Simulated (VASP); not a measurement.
# BP: relaxation of cell and atoms with PBE

The system is BP.

```
CELL_PARAMETERS angstrom
0.00000 2.26900 2.26900
2.26900 0.00000 2.26900
2.26900 2.26900 0.00000
ATOMIC_POSITIONS crystal
B 0.00000 0.00000 0.00000
P 0.75000 0.75000 0.75000
```

```yaml
Program: VASP 6.6.1
Task: relaxation of cell and atoms
Functional: PBE
Potentials_or_basis: VASP PAW PBE potentials, release 64 (B, P)
Cutoff: 500 eV
k_mesh: 8 × 8 × 8
Occupations: gaussian, width 0.01 eV
Spin: no spin polarisation
Target_pressure: 10 GPa
Dipole_correction: no
Further_INCAR_settings: ALGO = Normal; EDIFF = 1e-07; IBRION = 2; EDIFFG = -0.02; NSW = 80; ISIF = 3
```

```
Relaxed volume                                             : 11.12 Å³/atom
Relaxed cell                                               : a = 3.156 Å, b = 3.156 Å, c = 3.156 Å, α = 60.00°, β = 60.00°, γ = 60.00°
Space group after relaxing (to 0.1 Å)                      : F-43m (No. 216)
Energy change on relaxing (the run minimises the enthalpy) : +18.5 meV/atom
Ionic steps                                                : 3
Pressure after relaxing                                    : 9.9 GPa
Band gap on the k mesh                                     : 1.21 eV (least direct gap 3.48 eV)
```

Step by step:
| step | energy change (eV) | largest force (eV/Å) | pressure (GPa) | volume (Å³) |
| --- | --- | --- | --- | --- |
| 1 | 0.0000 | 0.0000 | 0.92 | 23.36 |
| 2 | 0.1334 | 0.0000 | 20.24 | 21.20 |
| 3 | 0.0371 | 0.0000 | 9.93 | 22.23 |

Final structure:
```
CELL_PARAMETERS angstrom
0.00000 2.23176 2.23176
2.23176 0.00000 2.23176
2.23176 2.23176 0.00000
ATOMIC_POSITIONS crystal
B 0.00000 0.00000 0.00000
P 0.75000 0.75000 0.75000
```

Levels at points of the mesh, in eV from the valence-band top:
```tsv
k point	band 1	band 2	band 3	band 4	band 5	band 6	band 7	band 8
(0.00, 0.00, 0.00)	-15.91	0.00	0.00	0.00	3.48	3.48	3.48	8.14
(0.50, 0.00, 0.00)	-12.39	-9.40	-1.82	-1.82	4.08	4.74	4.74	10.30
(0.50, 0.50, 0.00)	-10.79	-8.84	-4.30	-4.30	1.23	1.61	12.59	12.59
```

Wall time 10 s on 1 thread of AMD EPYC 7R13 Processor (Zen 3) (shared host), peak memory 0.1 GiB.

Caveat: the cell is relaxed towards a set pressure, so the run minimises the enthalpy, not the energy. As with any semilocal functional, this PBE gap is likely too small.
